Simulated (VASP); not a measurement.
# SrRu3 (Pm-3m) in VASP: notebook

SrRu3 is run at these levels: PBEsol; tasks: single point.

Program: VASP 6.6.1. These are calculated values, not measurements. Logs are shortened: lines on timing, memory, paths and dates and some standing lists are left out, and cuts for length are marked.

### Step 1. The cell of the first run

The structure is cubic, space group Pm-3m (No. 221). Conventional cell: a = 4.001 Å, b = 4.001 Å, c = 4.001 Å, α = 90.00°, β = 90.00°, γ = 90.00°. Within 3.7 Å of Sr (site symmetry m-3m) lie 12 Ru at 2.83 Å. Within 3.7 Å of Ru (site symmetry 4/mmm) lie 4 Sr at 2.83 Å and 8 Ru at 2.83 Å.

### Step 2. Single point, PBEsol (16.01 Å³/atom)

Input file INCAR:

```
SYSTEM = SrRu3
PREC = Accurate ; ENCUT = 520
EDIFF = 1E-6 ; ISMEAR = 0
SIGMA = 0.05 ; LREAL = .False.
LASPH = .True. ; NELM = 100
ALGO = Normal ; ISIF = 2
LWAVE = .False. ; LCHARG = .False.
GGA = PS ; NBANDS = 34
```

Input file KPOINTS:

```
Automatic mesh
0
Gamma
  8 8 8
  0 0 0
```

Input file POSCAR:

```
SrRu3
1.0
    4.0010776779      0.0000000000      0.0000000000
    0.0000000000      4.0010776779      0.0000000000
    0.0000000000      0.0000000000      4.0010776779
Sr Ru
1 3
Direct
    0.0000000000      0.0000000000      0.0000000000
    0.0000000000      0.5000000000      0.5000000000
    0.5000000000      0.5000000000      0.0000000000
    0.5000000000      0.0000000000      0.5000000000
```

Potentials or basis: VASP PAW PBE potentials, release 64 (Sr_sv, Ru_pv).

Started as:

```
$ cat potpaw_PBE.64/Sr_sv/POTCAR potpaw_PBE.64/Ru_pv/POTCAR > POTCAR
$ mpirun -np 1 vasp_std > vasp.out
```

OUTCAR:

```text
SYSTEM = SrRu3
   PREC = Accurate
   ENCUT = 520
   EDIFF = 1E-6
   ISMEAR = 0
   LREAL = .False.
   LASPH = .True.
   NELM = 100
   ISIF = 2
   GGA = PS

 ion  position               nearest neighbor table
   1  0.000  0.000  0.000-   2 2.83   3 2.83   4 2.83   2 2.83   4 2.83   2 2.83   3 2.83   2 2.83
                             3 2.83   4 2.83   4 2.83   3 2.83
   2  0.000  0.500  0.500-   1 2.83   3 2.83   4 2.83   1 2.83   3 2.83   1 2.83   4 2.83   1 2.83
                             3 2.83   4 2.83   3 2.83   4 2.83
   3  0.500  0.500  0.000-   1 2.83   2 2.83   4 2.83   2 2.83   4 2.83   1 2.83   4 2.83   4 2.83
                             1 2.83   2 2.83   2 2.83   1 2.83
   4  0.500  0.000  0.500-   1 2.83   2 2.83   3 2.83   1 2.83   3 2.83   2 2.83   3 2.83   3 2.83
                             1 2.83   2 2.83   1 2.83   2 2.83

  LATTYP: Found a simple cubic cell.
 ALAT       =     4.0010776779

  Lattice vectors:

 A1 = (   4.0010776779,   0.0000000000,   0.0000000000)
 A2 = (   0.0000000000,   4.0010776779,   0.0000000000)
 A3 = (   0.0000000000,   0.0000000000,   4.0010776779)

Analysis of symmetry for initial positions (statically):
=====================================================================
 Subroutine PRICEL returns:
 Original cell was already a primitive cell.

 Routine SETGRP: Setting up the symmetry group for a
 simple cubic supercell.

 Subroutine GETGRP returns: Found 48 space group operations
 (whereof 48 operations were pure point group operations)
 out of a pool of 48 trial point group operations.

The static configuration has the point symmetry O_h .

Analysis of symmetry for dynamics (positions and initial velocities):
=====================================================================
 Subroutine PRICEL returns:
 Original cell was already a primitive cell.

 Routine SETGRP: Setting up the symmetry group for a
 simple cubic supercell.

 Subroutine GETGRP returns: Found 48 space group operations
 (whereof 48 operations were pure point group operations)
 out of a pool of 48 trial point group operations.

The dynamic configuration has the point symmetry O_h .

 Subroutine INISYM returns: Found 48 space group operations
 (whereof 48 operations are pure point group operations),
 and found     1 'primitive' translations

----------------------------------------------------------------------------------------

                                     Primitive cell

  volume of cell :      64.0517

  direct lattice vectors                    reciprocal lattice vectors
     4.001077678  0.000000000  0.000000000     0.249932663  0.000000000  0.000000000
     0.000000000  4.001077678  0.000000000     0.000000000  0.249932663  0.000000000
     0.000000000  0.000000000  4.001077678     0.000000000  0.000000000  0.249932663

  length of vectors
     4.001077678  4.001077678  4.001077678     0.249932663  0.249932663  0.249932663

  position of ions in fractional coordinates (direct lattice)
     0.000000000  0.000000000  0.000000000
     0.000000000  0.500000000  0.500000000
     0.500000000  0.500000000  0.000000000
     0.500000000  0.000000000  0.500000000

  ion indices of the primitive-cell ions
   primitive index   ion index
                 1           1
                 2           2
                 3           3
                 4           4

----------------------------------------------------------------------------------------

 KPOINTS: Automatic mesh

Automatic generation of k-mesh.
 Grid dimensions read from file:
 generate k-points for:    8    8    8

 Generating k-lattice:

  Cartesian coordinates                     Fractional coordinates (reciprocal lattice)
     0.031241583  0.000000000  0.000000000     0.125000000  0.000000000  0.000000000
     0.000000000  0.031241583  0.000000000     0.000000000  0.125000000  0.000000000
     0.000000000  0.000000000  0.031241583     0.000000000  0.000000000  0.125000000

  Length of vectors
     0.031241583  0.031241583  0.031241583

  Shift w.r.t. Gamma in fractional coordinates (k-lattice)
     0.000000000  0.000000000  0.000000000

 Subroutine IBZKPT returns following result:
 ===========================================

 Found     35 irreducible k-points:

 Following reciprocal coordinates:
            Coordinates               Weight
  0.000000  0.000000  0.000000      1.000000
  0.125000  0.000000  0.000000      6.000000
  0.250000  0.000000  0.000000      6.000000
  0.375000  0.000000  0.000000      6.000000
  0.500000  0.000000  0.000000      3.000000
  0.125000  0.125000  0.000000     12.000000
[... 16 lines left out ...]
  0.375000  0.375000  0.125000     24.000000
  0.500000  0.375000  0.125000     24.000000
 [... further k-points ...]
   k-points           NKPTS =     35   k-points in BZ     NKDIM =     35   number of bands    NBANDS=     34
   number of dos      NEDOS =    301   number of ions     NIONS =      4
   total plane-waves  NPLWV =  27000
   dimension x,y,z NGX =    30 NGY =   30 NGZ =   30
   dimension x,y,z NGXF=    60 NGYF=   60 NGZF=   60
   ions per type =               1   3
   NGX,Y,Z   is equivalent  to a cutoff of  12.47, 12.47, 12.47 a.u.
   NGXF,Y,Z  is equivalent  to a cutoff of  24.93, 24.93, 24.93 a.u.
 SYSTEM =  SrRu3
   PREC   = accura    normal or accurate (medium, high low for compatibility)
   ISTART =      0    job   : 0-new  1-cont  2-samecut
   ICHARG =      2    charge: 1-file 2-atom 10-const
   ISPIN  =      1    spin polarized calculation?
   LNONCOLLINEAR =      F non collinear calculations
   LSORBIT =      F    spin-orbit coupling
   LASPH  =      T    aspherical Exc in radial PAW
   ENCUT  =  520.0 eV  38.22 Ry    6.18 a.u.   7.44  7.44  7.44*2*pi/ulx,y,z
   NELM   =    100;   NELMIN=  2; NELMDL= -5     # of ELM steps
   EDIFF  = 0.1E-05   stopping-criterion for ELM
   LREAL  =      F    real-space projection
   EDIFFG = 0.1E-04   stopping-criterion for IOM
   NSW    =      0    number of steps for IOM
   IBRION =     -1    ionic relax: 0-MD 1-quasi-New 2-CG
   NFREE  =      0    steps in history (QN), initial steepest desc. (CG)
   ISIF   =      2    stress and relaxation
   ISYM   =      2    0-nonsym 1-usesym 2-fastsym
   POTIM  = 0.5000    time-step for ionic-motion
   TEBEG  =    0.0;   TEEND  =   0.0 temperature during run
   PSTRESS=    0.0 pullay stress
   NELECT =      52.0000    total number of electrons
   NUPDOWN=      -1.0000    fix difference up-down
   EMIN   =  10.00;   EMAX   =-10.00  energy-range for DOS
   EFERMI =   0.00;   METHOD = LEGACY
   ISMEAR =     0;   SIGMA  =   0.05  broadening in eV -4-tet -1-fermi 0-gaus
   EFERMI_NEDOS =   21; number of points for ismear=-14 and -15
   IALGO  =     38    algorithm
   IMIX   =      4    mixing-type and parameters
     AMIX     =   0.40;   BMIX     =  1.00
     AMIX_MAG =   1.60;   BMIX_MAG =  1.00
  volume/ion in A,a.u.               =      16.01       108.06
  Fermi-wavevector in a.u.,A,eV,Ry     =   1.527211  2.886010 31.733855  2.332373
  Thomas-Fermi vector in A             =   2.635138
   LORBIT       =      0    0 simple, 1 ext, 2 COOP (PROOUT), +10 PAW based schemes
   GGA     = PS    functional components
   LHFCALC =     F    Hartree Fock is set to
   AEXX    =    0.0000 exact exchange contribution
   IVDW    =     0    specifies the selected vdW correction
   LEPSILON=     F    determine dielectric tensor
   LRPA    =     F    only Hartree local field effects (RPA)
 non-spin polarized calculation
 Gauss-broadening in eV      SIGMA  =   0.05
  energy-cutoff  :      520.00
  volume of cell :       64.05
 maximum number of plane-waves:      1751
 NGX is ok and might be reduce to    30
   NGX = 15   NGY = 15   NGZ = 15

 number of electron      52.0000006 magnetization

 Free energy of the ion-electron system (eV)
  ---------------------------------------------------
  ext. energy  EPLUGINS =         0.00000000
  ---------------------------------------------------
  free energy    TOTEN  =       -27.76253556 eV

  energy without entropy =      -27.74971327  energy(sigma->0) =      -27.75612441

 E-fermi :   8.8441     XC(G=0): -13.0249

 val. band max:        8.8376286093   @ k =   0.3750   0.1250   0.0000
 cond. band min:       8.8578925848   @ k =   0.3750   0.3750   0.3750
 fundamental gap:      0.0202639755
 Fermi energy:         8.8440878807

 k-point     1 :       0.0000    0.0000    0.0000
  band No.  band energies     occupation
      1     -33.3954      2.00000
      2     -33.3954      2.00000
      3     -33.3954      2.00000
      4     -33.0562      2.00000
      5     -33.0562      2.00000
      6     -33.0562      2.00000
[... 26 lines left out ...]
     33      15.6260      0.00000
     34      15.6260      0.00000

 k-point     2 :       0.1250    0.0000    0.0000
  band No.  band energies     occupation
      1     -33.3866      2.00000
      2     -33.3866      2.00000
      3     -33.3812      2.00000
      4     -33.0591      2.00000
      5     -33.0591      2.00000
      6     -33.0571      2.00000
[... 26 lines left out ...]
     33      15.4611      0.00000
     34      16.1162      0.00000

 k-point     3 :       0.2500    0.0000    0.0000
  band No.  band energies     occupation
      1     -33.3636      2.00000
      2     -33.3636      2.00000
      3     -33.3406      2.00000
      4     -33.0690      2.00000
      5     -33.0690      2.00000
      6     -33.0596      2.00000
[... 26 lines left out ...]
     33      15.0610      0.00000
     34      16.3969      0.00000
[... 704 lines left out ...]
 k-point    23 :       0.3750    0.3750    0.1250
  band No.  band energies     occupation
      1     -33.4420      2.00000
      2     -33.2653      2.00000
      3     -33.2220      2.00000
      4     -33.1788      2.00000
      5     -33.1407      2.00000
      6     -33.0819      2.00000
[... 26 lines left out ...]
     33      14.5198      0.00000
     34      14.7998      0.00000

 k-point    24 :       0.5000    0.3750    0.1250
  band No.  band energies     occupation
      1     -33.4468      2.00000
      2     -33.2801      2.00000
      3     -33.2077      2.00000
      4     -33.1697      2.00000
      5     -33.1579      2.00000
      6     -33.0625      2.00000
[... 26 lines left out ...]
     33      14.4617      0.00000
     34      14.7963      0.00000

 [... further k-points ...]

------------------------ aborting loop because EDIFF is reached ----------------------------------------

  FORCE on cell =-STRESS in cart. coord.  units (eV):
  Direction    XX          YY          ZZ          XY          YZ          ZX
  --------------------------------------------------------------------------------------
  -------------------------------------------------------------------------------------
  Total        2.9939636      2.9939636      2.9939636      0.0000000      0.0000000     -0.0000000
  in kB       74.8904009     74.8904009     74.8904009      0.0000000      0.0000000     -0.0000000
  external PRESSURE =      74.8904009 kB  Pullay stress =       0.0000000 kB

 VOLUME and BASIS-vectors are now :
 -----------------------------------------------------------------------------
  energy-cutoff  :      520.00
  volume of cell :       64.05
      direct lattice vectors                 reciprocal lattice vectors
     4.001077678  0.000000000  0.000000000     0.249932663  0.000000000  0.000000000
     0.000000000  4.001077678  0.000000000     0.000000000  0.249932663  0.000000000
     0.000000000  0.000000000  4.001077678     0.000000000  0.000000000  0.249932663

 POSITION                                       TOTAL-FORCE (eV/Angst)
 -----------------------------------------------------------------------------------
      0.00000      0.00000      0.00000         0.000000      0.000000      0.000000
      0.00000      2.00054      2.00054         0.000000      0.000000      0.000000
      2.00054      2.00054      0.00000         0.000000      0.000000      0.000000
      2.00054      0.00000      2.00054         0.000000      0.000000      0.000000
 -----------------------------------------------------------------------------------
    total drift:                                0.000000      0.000000     -0.000000

  FREE ENERGIE OF THE ION-ELECTRON SYSTEM (eV)
  ---------------------------------------------------
  free  energy   TOTEN  =       -27.7625355574 eV

  energy  without entropy=      -27.7497132675  energy(sigma->0) =      -27.75612441
```

Run time: 30 s. Hardware: 1 thread of Intel Xeon 6975P-C (Granite Rapids), shared host; peak memory 0.21 GiB.

Results:

```yaml
Free_energy: -27.7625 eV
Pressure: 7.5 GPa
Band_gap_on_the_k_mesh: zero (bands 26 and 27 overlap by 2.27 eV)
```

Levels at points of the mesh, in eV from the Fermi level:
```
           k point  band 23  band 24  band 25  band 26  band 27  band 28  band 29  band 30
(0.00, 0.00, 0.00)    -0.89     0.70     0.70     1.71     2.15     2.15     2.15     4.97
(0.50, 0.00, 0.00)    -1.79    -0.45    -0.12    -0.05     0.02     0.02     0.92     2.16
(0.50, 0.50, 0.00)    -1.25    -1.14    -0.71    -0.47    -0.47     0.15     0.18     0.67
(0.50, 0.50, 0.50)    -1.01    -0.29    -0.29     0.90     1.75     1.75     1.75     3.80
```

Caveat: the cell stands under pressure; the PAW data sets were made with another functional, which shifts forces and pressure a little.

### Step 3. Single point, PBEsol (16.35 Å³/atom)

This run uses another cell than the first one, of 16.35 Å³/atom.

Input file INCAR:

```
PREC = Accurate
ENCUT = 520
EDIFF = 1E-6
ISMEAR = 0
SIGMA = 0.05
LREAL = F
LASPH = T
NELM = 60
ALGO = Normal
ISIF = 2
LWAVE = F
LCHARG = F
GGA = PS
NBANDS = 34
```

Input file KPOINTS:

```
Automatic mesh
0
Gamma
  8 8 8
```

Input file POSCAR:

```
SrRu3
1.0
    4.0286721890      0.0000000000      0.0000000000
    0.0000000000      4.0286721890      0.0000000000
    0.0000000000      0.0000000000      4.0286721890
Sr Ru
1 3
Direct
    0.0000000000      0.0000000000      0.0000000000
    0.0000000000      0.5000000000      0.5000000000
    0.5000000000      0.5000000000      0.0000000000
    0.5000000000      0.0000000000      0.5000000000
```

Potentials or basis: VASP PAW PBE potentials, release 64 (Sr_sv, Ru_pv).

Started as:

```
$ cat potpaw_PBE.64/Sr_sv/POTCAR potpaw_PBE.64/Ru_pv/POTCAR > POTCAR
$ mpirun -np 1 vasp_std > vasp.out
```

Run time: 28 s. Hardware: 1 thread of Intel Xeon 6975P-C (Granite Rapids), shared host; peak memory 0.21 GiB.

It converged, with:

```
Free energy            : -27.8106 eV
Pressure               : 3.9 GPa
Band gap on the k mesh : zero (bands 26 and 27 overlap by 2.21 eV)
```

Levels at points of the mesh, in eV from the Fermi level:
| k point | band 24 | band 25 | band 26 | band 27 | band 28 | band 29 |
| --- | --- | --- | --- | --- | --- | --- |
| (0.00, 0.00, 0.00) | 0.68 | 0.68 | 1.66 | 2.09 | 2.09 | 2.09 |
| (0.50, 0.00, 0.00) | -0.43 | -0.11 | -0.09 | 0.02 | 0.02 | 0.89 |
| (0.50, 0.50, 0.00) | -1.14 | -0.68 | -0.47 | -0.47 | 0.15 | 0.18 |
| (0.50, 0.50, 0.50) | -0.27 | -0.27 | 0.90 | 1.69 | 1.69 | 1.69 |

Caveat: the cell stands under pressure; the PAW data sets were made with another functional, which shifts forces and pressure a little.
